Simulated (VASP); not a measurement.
# AlSn3 (Pm-3m) in VASP: a series of runs

Runs on AlSn3. Level: r2SCAN. Tasks: single point.

Program: VASP 6.6.1. These are calculated values, not measurements. Logs are shortened: lines on timing, memory, paths and dates and some standing lists are left out, and cuts for length are marked.

## (1) The cell of the first run

Symmetry: Pm-3m, No. 221, cubic system. The conventional cell has a = 4.525 Å, b = 4.525 Å, c = 4.525 Å, α = 90.00°, β = 90.00°, γ = 90.00°. Al (site symmetry m-3m) has 12 Sn at 3.20 Å within 4.2 Å. Within 4.2 Å of Sn (site symmetry 4/mmm) lie 4 Al at 3.20 Å and 8 Sn at 3.20 Å.

## (2) Single point, r2SCAN

Input file POSCAR:

```
AlSn3
1.0
    4.5252710000      0.0000000000      0.0000000000
    0.0000000000      4.5252710000      0.0000000000
    0.0000000000      0.0000000000      4.5252710000
Al Sn
1 3
Direct
    0.0000000000      0.0000000000      0.0000000000
    0.0000000000      0.5000000000      0.5000000000
    0.5000000000      0.0000000000      0.5000000000
    0.5000000000      0.5000000000      0.0000000000
```

Input file INCAR.step1:

```
SYSTEM = AlSn3
ALGO     = Normal         ! electronic algorithm
EDIFF    = 1E-5           ! SCF threshold, eV
ENCUT    = 550            ! plane-wave cutoff, eV
GGA      = PE             ! functional
GGA_COMPAT= .FALSE.      
ISMEAR   = -1             ! smearing method
LASPH    = .TRUE.         ! aspherical terms in the spheres
LCHARG   = .FALSE.        ! write CHGCAR
LREAL    = .FALSE.        ! projectors in reciprocal space
LWAVE    = .TRUE.         ! write WAVECAR
NBANDS   = 30             ! bands
NELM     = 120            ! most SCF steps
PREC     = Accurate       ! precision mode
SIGMA    = 0.1            ! smearing width, eV
```

Input file INCAR.step2:

```
SYSTEM = AlSn3
ALGO     = Normal         ! electronic algorithm
EDIFF    = 1E-6           ! SCF threshold, eV
ENCUT    = 550            ! plane-wave cutoff, eV
GGA_COMPAT= .FALSE.      
ISIF     = 2              ! what is computed and relaxed
ISMEAR   = -1             ! smearing method
ISTART   = 1            
LASPH    = .TRUE.         ! aspherical terms in the spheres
LCHARG   = .FALSE.        ! write CHGCAR
LMIXTAU  = .TRUE.       
LREAL    = .FALSE.        ! projectors in reciprocal space
LWAVE    = .FALSE.        ! write WAVECAR
METAGGA  = R2SCAN         ! meta-GGA
NBANDS   = 30             ! bands
NELM     = 120            ! most SCF steps
PREC     = Accurate       ! precision mode
SIGMA    = 0.1            ! smearing width, eV
```

Input file KPOINTS:

```
k-points
0
G
  4 4 4
  0 0 0
```

Potentials or basis: VASP PAW PBE potentials, release 64 (Al, Sn_d).

On the command line:

```console
cat potpaw_PBE.64/Al/POTCAR potpaw_PBE.64/Sn_d/POTCAR > POTCAR
cp INCAR.step1 INCAR
mpirun -np 1 vasp_std > vasp.out
cp INCAR.step2 INCAR
mpirun -np 1 vasp_std > vasp.out
```

OUTCAR:

```text
SYSTEM = AlSn3
   EDIFF = 1E-6
   ENCUT = 550
   ISIF = 2
   ISMEAR = -1
   ISTART = 1
   LASPH = .TRUE.
   LREAL = .FALSE.
   METAGGA = R2SCAN
   NELM = 120
   PREC = Accurate

 ion  position               nearest neighbor table
   1  0.000  0.000  0.000-   2 3.20   3 3.20   4 3.20   2 3.20   3 3.20   2 3.20   4 3.20   2 3.20
                             3 3.20   4 3.20   3 3.20   4 3.20
   2  0.000  0.500  0.500-   1 3.20   3 3.20   4 3.20   1 3.20   4 3.20   1 3.20   3 3.20   1 3.20
                             3 3.20   4 3.20   4 3.20   3 3.20
   3  0.500  0.000  0.500-   1 3.20   2 3.20   4 3.20   1 3.20   4 3.20   2 3.20   4 3.20   4 3.20
                             1 3.20   2 3.20   1 3.20   2 3.20
   4  0.500  0.500  0.000-   1 3.20   2 3.20   3 3.20   2 3.20   3 3.20   1 3.20   3 3.20   3 3.20
                             1 3.20   2 3.20   2 3.20   1 3.20

  LATTYP: Found a simple cubic cell.
 ALAT       =     4.5252710000

  Lattice vectors:

 A1 = (   4.5252710000,   0.0000000000,   0.0000000000)
 A2 = (   0.0000000000,   4.5252710000,   0.0000000000)
 A3 = (   0.0000000000,   0.0000000000,   4.5252710000)

Analysis of symmetry for initial positions (statically):
=====================================================================
 Subroutine PRICEL returns:
 Original cell was already a primitive cell.

 Routine SETGRP: Setting up the symmetry group for a
 simple cubic supercell.

 Subroutine GETGRP returns: Found 48 space group operations
 (whereof 48 operations were pure point group operations)
 out of a pool of 48 trial point group operations.

The static configuration has the point symmetry O_h .

Analysis of symmetry for dynamics (positions and initial velocities):
=====================================================================
 Subroutine PRICEL returns:
 Original cell was already a primitive cell.

 Routine SETGRP: Setting up the symmetry group for a
 simple cubic supercell.

 Subroutine GETGRP returns: Found 48 space group operations
 (whereof 48 operations were pure point group operations)
 out of a pool of 48 trial point group operations.

The dynamic configuration has the point symmetry O_h .

 Subroutine INISYM returns: Found 48 space group operations
 (whereof 48 operations are pure point group operations),
 and found     1 'primitive' translations

----------------------------------------------------------------------------------------

                                     Primitive cell

  volume of cell :      92.6689

  direct lattice vectors                    reciprocal lattice vectors
     4.525271000  0.000000000  0.000000000     0.220981241  0.000000000  0.000000000
     0.000000000  4.525271000  0.000000000     0.000000000  0.220981241  0.000000000
     0.000000000  0.000000000  4.525271000     0.000000000  0.000000000  0.220981241

  length of vectors
     4.525271000  4.525271000  4.525271000     0.220981241  0.220981241  0.220981241

  position of ions in fractional coordinates (direct lattice)
     0.000000000  0.000000000  0.000000000
     0.000000000  0.500000000  0.500000000
     0.500000000  0.000000000  0.500000000
     0.500000000  0.500000000  0.000000000

  ion indices of the primitive-cell ions
   primitive index   ion index
                 1           1
                 2           2
                 3           3
                 4           4

----------------------------------------------------------------------------------------

 KPOINTS: k-points

Automatic generation of k-mesh.
 Grid dimensions read from file:
 generate k-points for:    4    4    4

 Generating k-lattice:

  Cartesian coordinates                     Fractional coordinates (reciprocal lattice)
     0.055245310  0.000000000  0.000000000     0.250000000  0.000000000  0.000000000
     0.000000000  0.055245310  0.000000000     0.000000000  0.250000000  0.000000000
     0.000000000  0.000000000  0.055245310     0.000000000  0.000000000  0.250000000

  Length of vectors
     0.055245310  0.055245310  0.055245310

  Shift w.r.t. Gamma in fractional coordinates (k-lattice)
     0.000000000  0.000000000  0.000000000

 Subroutine IBZKPT returns following result:
 ===========================================

 Found     10 irreducible k-points:

 Following reciprocal coordinates:
            Coordinates               Weight
  0.000000  0.000000  0.000000      1.000000
  0.250000  0.000000  0.000000      6.000000
  0.500000  0.000000  0.000000      3.000000
  0.250000  0.250000  0.000000     12.000000
  0.500000  0.250000  0.000000     12.000000
  0.500000  0.500000  0.000000      3.000000
  0.250000  0.250000  0.250000      8.000000
  0.500000  0.250000  0.250000     12.000000
  0.500000  0.500000  0.250000      6.000000
  0.500000  0.500000  0.500000      1.000000
   k-points           NKPTS =     10   k-points in BZ     NKDIM =     10   number of bands    NBANDS=     30
   number of dos      NEDOS =    301   number of ions     NIONS =      4
   total plane-waves  NPLWV =  46656
   dimension x,y,z NGX =    36 NGY =   36 NGZ =   36
   dimension x,y,z NGXF=    72 NGYF=   72 NGZF=   72
   ions per type =               1   3
   NGX,Y,Z   is equivalent  to a cutoff of  13.23, 13.23, 13.23 a.u.
   NGXF,Y,Z  is equivalent  to a cutoff of  26.45, 26.45, 26.45 a.u.
 SYSTEM =  AlSn3
   PREC   = accura    normal or accurate (medium, high low for compatibility)
   ISTART =      1    job   : 0-new  1-cont  2-samecut
   ICHARG =      0    charge: 1-file 2-atom 10-const
   ISPIN  =      1    spin polarized calculation?
   LNONCOLLINEAR =      F non collinear calculations
   LSORBIT =      F    spin-orbit coupling
   LASPH  =      T    aspherical Exc in radial PAW
   ENCUT  =  550.0 eV  40.42 Ry    6.36 a.u.   8.65  8.65  8.65*2*pi/ulx,y,z
   NELM   =    120;   NELMIN=  2; NELMDL=  0     # of ELM steps
   EDIFF  = 0.1E-05   stopping-criterion for ELM
   LREAL  =      F    real-space projection
   EDIFFG = 0.1E-04   stopping-criterion for IOM
   NSW    =      0    number of steps for IOM
   IBRION =     -1    ionic relax: 0-MD 1-quasi-New 2-CG
   NFREE  =      0    steps in history (QN), initial steepest desc. (CG)
   ISIF   =      2    stress and relaxation
   ISYM   =      2    0-nonsym 1-usesym 2-fastsym
   POTIM  = 0.5000    time-step for ionic-motion
   TEBEG  =    0.0;   TEEND  =   0.0 temperature during run
   PSTRESS=    0.0 pullay stress
   NELECT =      45.0000    total number of electrons
   NUPDOWN=      -1.0000    fix difference up-down
   EMIN   =  10.00;   EMAX   =-10.00  energy-range for DOS
   EFERMI =   0.00;   METHOD = LEGACY
   ISMEAR =    -1;   SIGMA  =   0.10  broadening in eV -4-tet -1-fermi 0-gaus
   EFERMI_NEDOS =   21; number of points for ismear=-14 and -15
   IALGO  =     38    algorithm
   IMIX   =      4    mixing-type and parameters
     AMIX     =   0.40;   BMIX     =  1.00
     AMIX_MAG =   1.60;   BMIX_MAG =  1.00
  volume/ion in A,a.u.               =      23.17       156.34
  Fermi-wavevector in a.u.,A,eV,Ry     =   1.286770  2.431644 22.528230  1.655778
  Thomas-Fermi vector in A             =   2.418825
   LORBIT       =      0    0 simple, 1 ext, 2 COOP (PROOUT), +10 PAW based schemes
   METAGGA = R2SCAN    functional components
   LHFCALC =     F    Hartree Fock is set to
   AEXX    =    0.0000 exact exchange contribution
   IVDW    =     0    specifies the selected vdW correction
   LEPSILON=     F    determine dielectric tensor
   LRPA    =     F    only Hartree local field effects (RPA)
 non-spin polarized calculation
  energy-cutoff  :      550.00
  volume of cell :       92.67
 maximum number of plane-waves:      2800
 NGX is ok and might be reduce to    36
   NGX = 17   NGY = 17   NGZ = 17

 number of electron      45.0000026 magnetization

 Free energy of the ion-electron system (eV)
  ---------------------------------------------------
  ext. energy  EPLUGINS =         0.00000000
  ---------------------------------------------------
  free energy    TOTEN  =       -79.70171274 eV

  energy without entropy =      -79.63989930  energy(sigma->0) =      -79.67080602

 E-fermi :   8.9678     XC(G=0): -11.5683

 val. band max:        8.9330590003   @ k =   0.5000   0.0000   0.0000
 cond. band min:       9.0774893370   @ k =   0.5000   0.5000   0.0000
 fundamental gap:      0.1444303368
 Fermi energy:         8.9677871303

 k-point     1 :       0.0000    0.0000    0.0000
  band No.  band energies     occupation
      1     -13.6098      2.00000
      2     -13.6098      2.00000
      3     -13.6098      2.00000
      4     -13.5881      2.00000
      5     -13.4574      2.00000
      6     -13.4574      2.00000
[... 22 lines left out ...]
     29      14.8059      0.00000
     30      14.8059      0.00000

 k-point     2 :       0.2500    0.0000    0.0000
  band No.  band energies     occupation
      1     -13.6027      2.00000
      2     -13.5564      2.00000
      3     -13.5564      2.00000
      4     -13.5529      2.00000
      5     -13.4527      2.00000
      6     -13.4266      2.00000
[... 22 lines left out ...]
     29      15.1673      0.00000
     30      15.8984      0.00000

 k-point     3 :       0.5000    0.0000    0.0000
  band No.  band energies     occupation
      1     -13.5952      2.00000
      2     -13.5013      2.00000
      3     -13.4440      2.00000
      4     -13.4389      2.00000
      5     -13.4389      2.00000
      6     -13.4099      2.00000
[... 22 lines left out ...]
     29      14.1998      0.00000
     30      14.3511      0.00000

 k-point     4 :       0.2500    0.2500    0.0000
  band No.  band energies     occupation
      1     -13.5638      2.00000
      2     -13.5484      2.00000
      3     -13.5366      2.00000
      4     -13.5065      2.00000
      5     -13.4414      2.00000
      6     -13.4043      2.00000
[... 22 lines left out ...]
     29      13.9158      0.00000
     30      14.0046      0.00000

 k-point     5 :       0.5000    0.2500    0.0000
  band No.  band energies     occupation
      1     -13.5474      2.00000
      2     -13.4954      2.00000
      3     -13.4787      2.00000
      4     -13.4466      2.00000
      5     -13.4347      2.00000
      6     -13.4098      2.00000
[... 22 lines left out ...]
     29      11.8425      0.00000
     30      15.3489      0.00000

 k-point     6 :       0.5000    0.5000    0.0000
  band No.  band energies     occupation
      1     -13.5039      2.00000
      2     -13.5039      2.00000
      3     -13.4643      2.00000
      4     -13.4268      2.00000
      5     -13.4093      2.00000
      6     -13.4093      2.00000
[... 22 lines left out ...]
     29      15.6901      0.00000
     30      16.1592      0.00000

 k-point     7 :       0.2500    0.2500    0.2500
  band No.  band energies     occupation
      1     -13.5610      2.00000
      2     -13.5247      2.00000
      3     -13.5247      2.00000
      4     -13.4749      2.00000
      5     -13.4194      2.00000
      6     -13.4172      2.00000
[... 22 lines left out ...]
     29      13.3863      0.00000
     30      16.2349      0.00000

 k-point     8 :       0.5000    0.2500    0.2500
  band No.  band energies     occupation
      1     -13.5386      2.00000
      2     -13.4872      2.00000
      3     -13.4849      2.00000
      4     -13.4680      2.00000
      5     -13.4632      2.00000
      6     -13.4409      2.00000
[... 22 lines left out ...]
     29      15.1977      0.00000
     30      15.2835      0.00000

 k-point     9 :       0.5000    0.5000    0.2500
  band No.  band energies     occupation
      1     -13.5070      2.00000
      2     -13.5070      2.00000
      3     -13.4993      2.00000
      4     -13.4681      2.00000
      5     -13.4681      2.00000
      6     -13.4657      2.00000
[... 22 lines left out ...]
     29      15.9026      0.00000
     30      16.3897      0.00000

 k-point    10 :       0.5000    0.5000    0.5000
  band No.  band energies     occupation
      1     -13.5209      2.00000
      2     -13.5209      2.00000
      3     -13.5209      2.00000
      4     -13.4892      2.00000
      5     -13.4862      2.00000
      6     -13.4862      2.00000
[... 22 lines left out ...]
     29      16.7232      0.00000
     30      16.7232      0.00000

------------------------ aborting loop because EDIFF is reached ----------------------------------------

  FORCE on cell =-STRESS in cart. coord.  units (eV):
  Direction    XX          YY          ZZ          XY          YZ          ZX
  --------------------------------------------------------------------------------------
  -------------------------------------------------------------------------------------
  Total        2.2646350      2.2646350      2.2646350     -0.0000000     -0.0000000      0.0000000
  in kB       39.1539002     39.1539002     39.1539002     -0.0000000     -0.0000000      0.0000000
  external PRESSURE =      39.1539002 kB  Pullay stress =       0.0000000 kB

 VOLUME and BASIS-vectors are now :
 -----------------------------------------------------------------------------
  energy-cutoff  :      550.00
  volume of cell :       92.67
      direct lattice vectors                 reciprocal lattice vectors
     4.525271000  0.000000000  0.000000000     0.220981241  0.000000000  0.000000000
     0.000000000  4.525271000  0.000000000     0.000000000  0.220981241  0.000000000
     0.000000000  0.000000000  4.525271000     0.000000000  0.000000000  0.220981241

 POSITION                                       TOTAL-FORCE (eV/Angst)
 -----------------------------------------------------------------------------------
      0.00000      0.00000      0.00000         0.000000      0.000000      0.000000
      0.00000      2.26264      2.26264         0.000000      0.000000      0.000000
      2.26264      0.00000      2.26264         0.000000      0.000000      0.000000
      2.26264      2.26264      0.00000         0.000000      0.000000      0.000000
 -----------------------------------------------------------------------------------
    total drift:                                0.000000      0.000000      0.000000

  FREE ENERGIE OF THE ION-ELECTRON SYSTEM (eV)
  ---------------------------------------------------
  free  energy   TOTEN  =       -79.7017127450 eV

  energy  without entropy=      -79.6398993031  energy(sigma->0) =      -79.67080602
```

Wall time 1.8 min (1 thread of Intel Xeon 8259CL, shared host); peak memory 0.22 GiB.

Results:

```yaml
Free_energy: -79.7017 eV
Pressure: 3.9 GPa
Band_gap_on_the_k_mesh: zero (an odd number of electrons rules out a gap without spin polarisation)
```

Caveat: the cell stands under pressure; the PAW data sets were made with another functional, which shifts forces and pressure a little; spin-orbit coupling is left out, which moves the levels of the heavy elements.

(Part 1 of 2 ends here.)

The gap in the log of VASP goes by the Fermi energy; the results here count the filled bands.